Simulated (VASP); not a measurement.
# Ru (P6_3/mmc) in VASP: a series of runs, part 3 of 3

VASP 6.6.1. Earlier steps stand in the parts before.

## (6) Relaxation of cell and atoms, PBEsol

This run uses another cell than the first one, of 13.55 Å³/atom, 1.018 times its volume.

The input, INCAR:

```
PREC = Accurate
ENCUT = 600
EDIFF = 1E-7
ISMEAR = -1
SIGMA = 0.05
LREAL = F
LASPH = T
NELM = 60
ALGO = Normal
ISIF = 3
LWAVE = F
LCHARG = F
GGA = PS
IBRION = 2
NSW = 80
EDIFFG = -0.01
```

The input, KPOINTS:

```
Automatic mesh
0
Gamma
  16 16 9
```

The input, POSCAR:

```
Ru
1.0
    2.7038900000      0.0000000000      0.0000000000
   -1.3519450000      2.3416374290      0.0000000000
    0.0000000000      0.0000000000      4.2816800000
Ru
2
Direct
    0.3333333333      0.6666666667      0.2500000000
    0.6666666667      0.3333333333      0.7500000000
```

Potentials or basis: VASP PAW PBE potentials, release 64 (Ru_pv).

The run is started by

```
cat potpaw_PBE.64/Ru_pv/POTCAR > POTCAR
mpirun -np 1 vasp_std > vasp.out
```

OUTCAR:

```text
PREC = Accurate
   ENCUT = 600
   EDIFF = 1E-7
   ISMEAR = -1
   LREAL = F
   LASPH = T
   NELM = 60
   ISIF = 3
   GGA = PS
   IBRION = 2
   NSW = 80
   EDIFFG = -0.01

 ion  position               nearest neighbor table
   1  0.333  0.667  0.250-   2 2.65   2 2.65   2 2.65   2 2.65   2 2.65   2 2.65
   2  0.667  0.333  0.750-   1 2.65   1 2.65   1 2.65   1 2.65   1 2.65   1 2.65

  LATTYP: Found a hexagonal cell.
 ALAT       =     2.7038900000
 C/A-ratio  =     1.5835259570

  Lattice vectors:

 A1 = (   2.7038900000,   0.0000000000,   0.0000000000)
 A2 = (  -1.3519450000,   2.3416374290,   0.0000000000)
 A3 = (   0.0000000000,   0.0000000000,   4.2816800000)

Analysis of symmetry for initial positions (statically):
=====================================================================
 Subroutine PRICEL returns:
 Original cell was already a primitive cell.

 Routine SETGRP: Setting up the symmetry group for a
 hexagonal supercell.

 Subroutine GETGRP returns: Found 24 space group operations
 (whereof 12 operations were pure point group operations)
 out of a pool of 24 trial point group operations.

The static configuration has the point symmetry D_3d.
 The point group associated with its full space group is D_6h.

Analysis of symmetry for dynamics (positions and initial velocities):
=====================================================================
 Subroutine PRICEL returns:
 Original cell was already a primitive cell.

 Routine SETGRP: Setting up the symmetry group for a
 hexagonal supercell.

 Subroutine GETGRP returns: Found 24 space group operations
 (whereof 12 operations were pure point group operations)
 out of a pool of 24 trial point group operations.

The dynamic configuration has the point symmetry D_3d.
 The point group associated with its full space group is D_6h.

 Subroutine INISYM returns: Found 24 space group operations
 (whereof 12 operations are pure point group operations),
 and found     1 'primitive' translations
[... 123 lines left out ...]
   IVDW    =     0    specifies the selected vdW correction
   LEPSILON=     F    determine dielectric tensor
   LRPA    =     F    only Hartree local field effects (RPA)
 conjugate gradient relaxation of ions
 non-spin polarized calculation
  energy-cutoff  :      600.00
  volume of cell :       27.11
 maximum number of plane-waves:       935
 NGX is ok and might be reduce to    24
   NGX = 11   NGY = 11   NGZ = 17

--------------------------------------- Ionic step        1  -------------------------------------------

 number of electron      28.0000002 magnetization

 Free energy of the ion-electron system (eV)
  ---------------------------------------------------
  ext. energy  EPLUGINS =         0.00000000
  ---------------------------------------------------
  free energy    TOTEN  =       -20.34241224 eV

  energy without entropy =      -20.33116253  energy(sigma->0) =      -20.33678738

------------------------ aborting loop because EDIFF is reached ----------------------------------------

  FORCE on cell =-STRESS in cart. coord.  units (eV):
  Direction    XX          YY          ZZ          XY          YZ          ZX
  --------------------------------------------------------------------------------------
  -------------------------------------------------------------------------------------
  Total       -0.8620643     -0.8620643     -1.3138166      0.0000000      0.0000000      0.0000000
  in kB      -50.9480263    -50.9480263    -77.6465987      0.0000000      0.0000000      0.0000000
  external PRESSURE =     -59.8475504 kB  Pullay stress =       0.0000000 kB
[... 167 lines left out ...]
--------------------------------------- Ionic step        6  -------------------------------------------

 number of electron      27.9999996 magnetization

 Free energy of the ion-electron system (eV)
  ---------------------------------------------------
  ext. energy  EPLUGINS =         0.00000000
  ---------------------------------------------------
  free energy    TOTEN  =       -20.35223984 eV

  energy without entropy =      -20.34153838  energy(sigma->0) =      -20.34688911

 E-fermi :  13.0711     XC(G=0): -14.4011

 val. band max:       13.0615624834   @ k =   0.1250   0.0625   0.3333
 cond. band min:      13.0735127758   @ k =   0.4375   0.0625   0.3333
 fundamental gap:      0.0119502924
 Fermi energy:        13.0711016068

 k-point     1 :       0.0000    0.0000    0.0000
  band No.  band energies     occupation
      1     -30.6312      2.00000
      2     -29.6323      2.00000
      3     -29.6323      2.00000
      4     -29.4470      2.00000
      5     -29.4470      2.00000
      6     -29.3958      2.00000
[... 481 lines left out ...]
      5     -29.6717      2.00000
      6     -29.6410      2.00000
[... 10 lines left out ...]
     17      15.6752      0.00000
     18      23.2972      0.00000

 [... further k-points ...]

------------------------ aborting loop because EDIFF is reached ----------------------------------------

  FORCE on cell =-STRESS in cart. coord.  units (eV):
  Direction    XX          YY          ZZ          XY          YZ          ZX
  --------------------------------------------------------------------------------------
  -------------------------------------------------------------------------------------
  Total       -0.0008993     -0.0008993     -0.0029087      0.0000000      0.0000000      0.0000000
  in kB       -0.0540976     -0.0540976     -0.1749808      0.0000000      0.0000000      0.0000000
  external PRESSURE =      -0.0943920 kB  Pullay stress =       0.0000000 kB
[... 17 lines left out ...]
  FREE ENERGIE OF THE ION-ELECTRON SYSTEM (eV)
  ---------------------------------------------------
  free  energy   TOTEN  =       -20.3522398360 eV

  energy  without entropy=      -20.3415383758  energy(sigma->0) =      -20.34688911

 reached required accuracy - stopping structural energy minimisation
```

OSZICAR:

```text
N       E                     dE             d eps       ncg     rms          rms(c)
DAV:   1     0.307911882969E+03    0.30791E+03   -0.19609E+04  5400   0.193E+03
DAV:   2    -0.144407641403E+02   -0.32235E+03   -0.31628E+03  5728   0.523E+02
[... 53 lines left out ...]
DAV:   1    -0.203528185100E+02   -0.65022E-03   -0.21304E-02  5460   0.130E+00    0.148E-01
DAV:   2    -0.203523332496E+02    0.48526E-03   -0.76192E-04  5446   0.269E-01    0.597E-02
DAV:   3    -0.203522382946E+02    0.94955E-04   -0.30368E-04  6318   0.126E-01    0.135E-02
DAV:   4    -0.203522393865E+02   -0.10919E-05   -0.11960E-05  6798   0.374E-02    0.706E-03
DAV:   5    -0.203522397863E+02   -0.39974E-06   -0.14843E-06  6782   0.786E-03    0.311E-03
DAV:   6    -0.203522398360E+02   -0.49675E-07   -0.22358E-07  3616   0.509E-03
   6 F= -.20352240E+02 E0= -.20346889E+02  d E =-.111785E-03
```

CONTCAR:

```text
Ru
   1.00000000000000
     2.6921235985842373   -0.0000000000000000   -0.0000000000000000
    -1.3460617992921187    2.3314474264633307    0.0000000000000000
     0.0000000000000000    0.0000000000000000    4.2433146621094116
  Ru
     2
Direct
     0.3333333332999970    0.6666666667000030    0.2500000000000000
     0.6666666667000030    0.3333333332999970    0.7500000000000000

  0.00000000E+00  0.00000000E+00  0.00000000E+00
  0.00000000E+00  0.00000000E+00  0.00000000E+00
```

It took 9.2 min on 1 thread of AMD EPYC 7R13, shared host; peak memory 0.19 GiB.

Results:

```yaml
Free_energy: -20.3522 eV
Relaxed_volume: 13.32 Å³/atom
Relaxed_cell: a = 2.692 Å, b = 2.692 Å, c = 4.243 Å, α = 90.00°, β = 90.00°, γ = 120.00°
Space_group_after_relaxing_to_0.05_Å: P6_3/mmc (No. 194)
Energy_gained_by_relaxing: 4.9 meV/atom
Ionic_steps: 6
Pressure_after_relaxing: 0.0 GPa
Band_gap_on_the_k_mesh: zero (band 14 reaches 14.70 eV, above the bottom of band 15 at 11.43 eV)
```

Step by step:
| step | energy change (eV) | largest force (eV/Å) | pressure (GPa) | volume (Å³) |
| --- | --- | --- | --- | --- |
| 1 | 0.0000 | 0.0000 | -5.98 | 27.11 |
| 2 | 0.0905 | 0.0000 | 22.80 | 25.17 |
| 3 | -0.0097 | 0.0000 | -0.07 | 26.64 |
| 4 | -0.0097 | 0.0000 | 0.10 | 26.62 |
| 5 | -0.0098 | 0.0000 | -0.08 | 26.64 |
| 6 | -0.0098 | 0.0000 | -0.01 | 26.63 |

Final structure:
```
Ru
1.0
     2.69212    0.00000    0.00000
    -1.34606    2.33145    0.00000
     0.00000    0.00000    4.24331
Ru
2
Cartesian
  0.0000 1.5543 1.0608
  1.3461 0.7771 3.1825
```

Levels at points of the mesh, in eV from the Fermi level:
| k point | band 12 | band 13 | band 14 | band 15 | band 16 | band 17 |
| --- | --- | --- | --- | --- | --- | --- |
| (0.00, 0.00, 0.00) | -1.99 | -1.99 | -1.48 | -1.48 | 1.21 | 1.21 |
| (0.50, 0.00, 0.00) | -1.89 | -1.57 | 1.44 | 1.88 | 2.00 | 4.14 |

Caveat: the PAW data sets were made with another functional, which shifts forces and pressure a little.

## (7) The runs side by side

| task | level | cell | cutoff (eV) | gap on the mesh (eV) | pressure (GPa) | relaxed volume (Å³/atom) |
| --- | --- | --- | --- | --- | --- | --- |
| single point | PBEsol | a = 2.692, b = 2.692, c = 4.244 Å, angles 90.0, 90.0, 120.0°, 2 atoms | 520 | none | -0.1 | - |
| single point | PBE | a = 2.722, b = 2.722, c = 4.289 Å, angles 90.0, 90.0, 120.0°, 2 atoms | 520 | none | -0.1 | - |
| single point | r2SCAN | a = 2.706, b = 2.706, c = 4.260 Å, angles 90.0, 90.0, 120.0°, 2 atoms | 520 | none | 1.1 | - |
| relaxation of cell and atoms | PBE | relaxed from a = 2.704, b = 2.704, c = 4.282 Å, angles 90.0, 90.0, 120.0°, 2 atoms | 600 | none | 0.0 | 13.76 |
| relaxation of cell and atoms | PBEsol | relaxed from a = 2.704, b = 2.704, c = 4.282 Å, angles 90.0, 90.0, 120.0°, 2 atoms | 600 | none | 0.0 | 13.32 |

Alike in all rows: potentials or basis VASP PAW PBE potentials, release 64 (Ru_pv); no spin polarisation; k mesh 16 × 16 × 9; smearing fermi-dirac 0.05 eV.

Caveats: the PAW data sets were made with another functional, which shifts forces and pressure a little (some runs).

Absolute energies hang on the potentials; compare differences alone.
